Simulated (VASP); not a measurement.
# NaI (F-43m) in VASP: a series of runs

Aim: see how the results for NaI move with the level of theory and the settings. Levels: PBE, LDA, PBEsol. Tasks: single point.

All numbers are computed with VASP 6.6.1; they aren't measurements. Logs are shortened: lines on timing, memory, paths and dates and some standing lists are left out, and cuts for length are marked.

## (1) The cell of the first run

It takes space group F-43m (No. 216, cubic). The conventional cell has a = 7.086 Å, b = 7.086 Å, c = 7.086 Å, α = 90.00°, β = 90.00°, γ = 90.00°. Na (site symmetry -43m) has 4 I at 3.07 Å within 4.0 Å. I (site symmetry -43m) has 4 Na at 3.07 Å within 4.0 Å.

## (2) Single point, PBE

Input file INCAR:

```
SYSTEM = NaI
PREC     = Accurate       ! precision mode
ENCUT    = 520            ! plane-wave cutoff, eV
EDIFF    = 1E-6           ! SCF threshold, eV
ISMEAR   = -1             ! smearing method
SIGMA    = 0.02           ! smearing width, eV
LREAL    = .False.        ! projectors in reciprocal space
LASPH    = .True.         ! aspherical terms in the spheres
NELM     = 60             ! most SCF steps
ALGO     = Normal         ! electronic algorithm
ISIF     = 2              ! what is computed and relaxed
LWAVE    = .False.        ! write WAVECAR
LCHARG   = .False.        ! write CHGCAR
GGA      = PE             ! functional
NBANDS   = 14             ! bands
```

Input file KPOINTS:

```
Automatic mesh
0
Gamma
  6 6 6
  0 0 0
```

Input file POSCAR:

```
NaI
1.0
    0.0000000000      3.5431926705      3.5431926705
    3.5431926705      0.0000000000      3.5431926705
    3.5431926705      3.5431926705      0.0000000000
Na I
1 1
Direct
    0.0000000000      0.0000000000      0.0000000000
    0.2500000000      0.2500000000      0.2500000000
```

Potentials or basis: VASP PAW PBE potentials, release 64 (Na_pv, I).

On the command line:

```
$ cat potpaw_PBE.64/Na_pv/POTCAR potpaw_PBE.64/I/POTCAR > POTCAR
$ mpirun -np 1 vasp_std > vasp.out
```

OUTCAR:

```text
SYSTEM = NaI
   PREC = Accurate
   ENCUT = 520
   EDIFF = 1E-6
   ISMEAR = -1
   LREAL = .False.
   LASPH = .True.
   NELM = 60
   ISIF = 2
   GGA = PE

 ion  position               nearest neighbor table
   1  0.000  0.000  0.000-   2 3.07   2 3.07   2 3.07   2 3.07
   2  0.250  0.250  0.250-   1 3.07   1 3.07   1 3.07   1 3.07

  LATTYP: Found a face centered cubic cell.
 ALAT       =     7.0863853410

  Lattice vectors:

 A1 = (   0.0000000000,   3.5431926705,   3.5431926705)
 A2 = (   3.5431926705,   0.0000000000,   3.5431926705)
 A3 = (   3.5431926705,   3.5431926705,   0.0000000000)

Analysis of symmetry for initial positions (statically):
=====================================================================
 Subroutine PRICEL returns:
 Original cell was already a primitive cell.

 Routine SETGRP: Setting up the symmetry group for a
 face centered cubic supercell.

 Subroutine GETGRP returns: Found 24 space group operations
 (whereof 24 operations were pure point group operations)
 out of a pool of 48 trial point group operations.

The static configuration has the point symmetry T_d .

Analysis of symmetry for dynamics (positions and initial velocities):
=====================================================================
 Subroutine PRICEL returns:
 Original cell was already a primitive cell.

 Routine SETGRP: Setting up the symmetry group for a
 face centered cubic supercell.

 Subroutine GETGRP returns: Found 24 space group operations
 (whereof 24 operations were pure point group operations)
 out of a pool of 48 trial point group operations.

The dynamic configuration has the point symmetry T_d .

 Subroutine INISYM returns: Found 24 space group operations
 (whereof 24 operations are pure point group operations),
 and found     1 'primitive' translations

----------------------------------------------------------------------------------------

                                     Primitive cell

  volume of cell :      88.9640

  direct lattice vectors                    reciprocal lattice vectors
     0.000000000  3.543192670  3.543192670    -0.141115668  0.141115668  0.141115668
     3.543192670  0.000000000  3.543192670     0.141115668 -0.141115668  0.141115668
     3.543192670  3.543192670  0.000000000     0.141115668  0.141115668 -0.141115668

  length of vectors
     5.010831129  5.010831129  5.010831129     0.244419506  0.244419506  0.244419506

  position of ions in fractional coordinates (direct lattice)
     0.000000000  0.000000000  0.000000000
     0.250000000  0.250000000  0.250000000

  ion indices of the primitive-cell ions
   primitive index   ion index
                 1           1
                 2           2

----------------------------------------------------------------------------------------

 KPOINTS: Automatic mesh

Automatic generation of k-mesh.
 Grid dimensions read from file:
 generate k-points for:    6    6    6

 Generating k-lattice:

  Cartesian coordinates                     Fractional coordinates (reciprocal lattice)
    -0.023519278  0.023519278  0.023519278     0.166666667  0.000000000  0.000000000
     0.023519278 -0.023519278  0.023519278     0.000000000  0.166666667  0.000000000
     0.023519278  0.023519278 -0.023519278     0.000000000  0.000000000  0.166666667

  Length of vectors
     0.040736584  0.040736584  0.040736584

  Shift w.r.t. Gamma in fractional coordinates (k-lattice)
     0.000000000  0.000000000  0.000000000

 Subroutine IBZKPT returns following result:
 ===========================================

 Found     16 irreducible k-points:

 Following reciprocal coordinates:
            Coordinates               Weight
  0.000000  0.000000  0.000000      1.000000
  0.166667  0.000000  0.000000      8.000000
  0.333333  0.000000  0.000000      8.000000
  0.500000  0.000000  0.000000      4.000000
  0.166667  0.166667  0.000000      6.000000
  0.333333  0.166667  0.000000     24.000000
[... 8 lines left out ...]
 -0.333333  0.333333  0.166667     24.000000
 -0.333333  0.500000  0.166667     12.000000
   k-points           NKPTS =     16   k-points in BZ     NKDIM =     16   number of bands    NBANDS=     14
   number of dos      NEDOS =    301   number of ions     NIONS =      2
   total plane-waves  NPLWV =  64000
   dimension x,y,z NGX =    40 NGY =   40 NGZ =   40
   dimension x,y,z NGXF=    80 NGYF=   80 NGZF=   80
   ions per type =               1   1
   NGX,Y,Z   is equivalent  to a cutoff of  13.27, 13.27, 13.27 a.u.
   NGXF,Y,Z  is equivalent  to a cutoff of  26.54, 26.54, 26.54 a.u.
 SYSTEM =  NaI
   PREC   = accura    normal or accurate (medium, high low for compatibility)
   ISTART =      0    job   : 0-new  1-cont  2-samecut
   ICHARG =      2    charge: 1-file 2-atom 10-const
   ISPIN  =      1    spin polarized calculation?
   LNONCOLLINEAR =      F non collinear calculations
   LSORBIT =      F    spin-orbit coupling
   LASPH  =      T    aspherical Exc in radial PAW
   ENCUT  =  520.0 eV  38.22 Ry    6.18 a.u.   9.32  9.32  9.32*2*pi/ulx,y,z
   NELM   =     60;   NELMIN=  2; NELMDL= -5     # of ELM steps
   EDIFF  = 0.1E-05   stopping-criterion for ELM
   LREAL  =      F    real-space projection
   EDIFFG = 0.1E-04   stopping-criterion for IOM
   NSW    =      0    number of steps for IOM
   IBRION =     -1    ionic relax: 0-MD 1-quasi-New 2-CG
   NFREE  =      0    steps in history (QN), initial steepest desc. (CG)
   ISIF   =      2    stress and relaxation
   ISYM   =      2    0-nonsym 1-usesym 2-fastsym
   POTIM  = 0.5000    time-step for ionic-motion
   TEBEG  =    0.0;   TEEND  =   0.0 temperature during run
   PSTRESS=    0.0 pullay stress
   NELECT =      14.0000    total number of electrons
   NUPDOWN=      -1.0000    fix difference up-down
   EMIN   =  10.00;   EMAX   =-10.00  energy-range for DOS
   EFERMI =   0.00;   METHOD = LEGACY
   ISMEAR =    -1;   SIGMA  =   0.02  broadening in eV -4-tet -1-fermi 0-gaus
   EFERMI_NEDOS =   21; number of points for ismear=-14 and -15
   IALGO  =     38    algorithm
   IMIX   =      4    mixing-type and parameters
     AMIX     =   0.40;   BMIX     =  1.00
     AMIX_MAG =   1.60;   BMIX_MAG =  1.00
  volume/ion in A,a.u.               =      44.48       300.18
  Fermi-wavevector in a.u.,A,eV,Ry     =   0.883852  1.670238 10.628788  0.781194
  Thomas-Fermi vector in A             =   2.004673
   LORBIT       =      0    0 simple, 1 ext, 2 COOP (PROOUT), +10 PAW based schemes
   GGA     = PE    functional components
   LHFCALC =     F    Hartree Fock is set to
   AEXX    =    0.0000 exact exchange contribution
   IVDW    =     0    specifies the selected vdW correction
   LEPSILON=     F    determine dielectric tensor
   LRPA    =     F    only Hartree local field effects (RPA)
 non-spin polarized calculation
  energy-cutoff  :      520.00
  volume of cell :       88.96
 maximum number of plane-waves:      2421
 NGX is ok and might be reduce to    40
   NGX = 19   NGY = 19   NGZ = 19

 number of electron      14.0000001 magnetization

 Free energy of the ion-electron system (eV)
  ---------------------------------------------------
  ext. energy  EPLUGINS =         0.00000000
  ---------------------------------------------------
  free energy    TOTEN  =        -5.29019791 eV

  energy without entropy =       -5.29019791  energy(sigma->0) =       -5.29019791

 E-fermi :  -0.6829     XC(G=0):  -6.4611

 val. band max:       -1.1097482017   @ k =   0.0000   0.0000   0.0000
 cond. band min:       2.7123648236   @ k =   0.0000   0.0000   0.0000
 fundamental gap:      3.8221130254
 Fermi energy:        -0.6828558655

 k-point     1 :       0.0000    0.0000    0.0000
  band No.  band energies     occupation
      1     -23.1982      2.00000
      2     -23.1982      2.00000
      3     -23.1982      2.00000
      4     -11.5426      2.00000
      5      -1.1097      2.00000
      6      -1.1097      2.00000
      7      -1.1097      2.00000
      8       2.7124      0.00000
      9       6.7894      0.00000
     10       6.7894      0.00000
     11       6.7894      0.00000
     12       8.5607      0.00000
     13       8.5607      0.00000
     14       9.8637      0.00000

 k-point     2 :       0.1667    0.0000    0.0000
  band No.  band energies     occupation
      1     -23.1989      2.00000
      2     -23.1983      2.00000
      3     -23.1983      2.00000
      4     -11.5110      2.00000
      5      -1.4955      2.00000
      6      -1.1443      2.00000
      7      -1.1443      2.00000
      8       3.2912      0.00000
      9       6.4309      0.00000
     10       6.9386      0.00000
     11       6.9386      0.00000
     12       8.1665      0.00000
     13       8.1665      0.00000
     14       9.6642      0.00000

 k-point     3 :       0.3333    0.0000    0.0000
  band No.  band energies     occupation
      1     -23.2001      2.00000
      2     -23.1985      2.00000
      3     -23.1985      2.00000
      4     -11.4463      2.00000
      5      -2.0865      2.00000
      6      -1.2106      2.00000
      7      -1.2106      2.00000
      8       4.1145      0.00000
      9       6.3389      0.00000
     10       6.7413      0.00000
     11       6.7413      0.00000
     12       8.7828      0.00000
     13       8.7828      0.00000
     14       9.1124      0.00000

 k-point     4 :       0.5000    0.0000    0.0000
  band No.  band energies     occupation
      1     -23.2008      2.00000
      2     -23.1985      2.00000
      3     -23.1985      2.00000
      4     -11.4132      2.00000
      5      -2.3319      2.00000
      6      -1.2425      2.00000
      7      -1.2425      2.00000
      8       4.3019      0.00000
      9       6.5552      0.00000
     10       6.5552      0.00000
     11       6.6099      0.00000
     12       9.4266      0.00000
     13      10.1215      0.00000
     14      10.1215      0.00000

 k-point     5 :       0.1667    0.1667    0.0000
  band No.  band energies     occupation
      1     -23.1989      2.00000
      2     -23.1984      2.00000
      3     -23.1984      2.00000
      4     -11.5005      2.00000
      5      -1.4959      2.00000
      6      -1.2166      2.00000
      7      -1.2166      2.00000
      8       3.4851      0.00000
      9       6.1463      0.00000
     10       7.1821      0.00000
     11       7.1821      0.00000
[... 140 lines left out ...]
 k-point    14 :       0.5000    0.3333    0.1667
  band No.  band energies     occupation
      1     -23.2004      2.00000
      2     -23.1990      2.00000
      3     -23.1987      2.00000
      4     -11.4035      2.00000
      5      -2.0580      2.00000
      6      -1.5981      2.00000
      7      -1.3601      2.00000
      8       4.8756      0.00000
      9       5.7386      0.00000
     10       6.0471      0.00000
     11       7.7063      0.00000
     12       8.3776      0.00000
     13      10.0764      0.00000
     14      10.7556      0.00000

 k-point    15 :      -0.3333    0.3333    0.1667
  band No.  band energies     occupation
      1     -23.2006      2.00000
      2     -23.1992      2.00000
      3     -23.1988      2.00000
      4     -11.3814      2.00000
      5      -2.0762      2.00000
      6      -1.7485      2.00000
      7      -1.4279      2.00000
      8       5.1671      0.00000
      9       5.5566      0.00000
     10       6.5328      0.00000
     11       7.3567      0.00000
     12       8.6567      0.00000
     13       9.8594      0.00000
     14      10.5943      0.00000

 k-point    16 :      -0.3333    0.5000    0.1667
  band No.  band energies     occupation
      1     -23.2008      2.00000
      2     -23.1992      2.00000
      3     -23.1990      2.00000
      4     -11.3708      2.00000
      5      -2.0903      2.00000
      6      -1.7079      2.00000
      7      -1.5462      2.00000
      8       4.6511      0.00000
      9       5.6699      0.00000
     10       7.0552      0.00000
     11       7.3242      0.00000
     12       9.5496      0.00000
     13      10.3209      0.00000
     14      10.6378      0.00000

------------------------ aborting loop because EDIFF is reached ----------------------------------------

  FORCE on cell =-STRESS in cart. coord.  units (eV):
  Direction    XX          YY          ZZ          XY          YZ          ZX
  --------------------------------------------------------------------------------------
  -------------------------------------------------------------------------------------
  Total        0.2115736      0.2115736      0.2115736      0.0000000      0.0000000     -0.0000000
  in kB        3.8102877      3.8102877      3.8102877      0.0000000      0.0000000     -0.0000000
  external PRESSURE =       3.8102877 kB  Pullay stress =       0.0000000 kB

 VOLUME and BASIS-vectors are now :
 -----------------------------------------------------------------------------
  energy-cutoff  :      520.00
  volume of cell :       88.96
      direct lattice vectors                 reciprocal lattice vectors
     0.000000000  3.543192670  3.543192670    -0.141115668  0.141115668  0.141115668
     3.543192670  0.000000000  3.543192670     0.141115668 -0.141115668  0.141115668
     3.543192670  3.543192670  0.000000000     0.141115668  0.141115668 -0.141115668

 POSITION                                       TOTAL-FORCE (eV/Angst)
 -----------------------------------------------------------------------------------
      0.00000      0.00000      0.00000         0.000000      0.000000      0.000000
      1.77160      1.77160      1.77160        -0.000000     -0.000000     -0.000000
 -----------------------------------------------------------------------------------
    total drift:                                0.000001      0.000001      0.000001

  FREE ENERGIE OF THE ION-ELECTRON SYSTEM (eV)
  ---------------------------------------------------
  free  energy   TOTEN  =        -5.2901979056 eV

  energy  without entropy=       -5.2901979056  energy(sigma->0) =       -5.29019791
```

It took 17 s on 1 thread of AMD EPYC 7R13 (Zen 3), shared host; peak memory 0.21 GiB.

Results:

* Free energy: -5.2902 eV
* Pressure: 0.4 GPa
* Band gap on the k mesh: 3.82 eV, direct

Levels at points of the mesh, in eV from the valence-band top:
```csv
k point,band 3,band 4,band 5,band 6,band 7,band 8,band 9,band 10,band 11,band 12
"(0.00, 0.00, 0.00)",-22.09,-10.43,0.00,0.00,0.00,3.82,7.90,7.90,7.90,9.67
"(0.50, 0.00, 0.00)",-22.09,-10.30,-1.22,-0.13,-0.13,5.41,7.66,7.66,7.72,10.54
"(0.50, 0.50, 0.00)",-22.09,-10.26,-1.13,-0.40,-0.40,5.19,6.19,9.03,10.44,10.44
```

Caveat: spin-orbit coupling is left out, which moves the levels of the heavy elements. A hybrid or GW would open this gap; PBE tends to underestimate it.

(Part 1 of 2 ends here.)
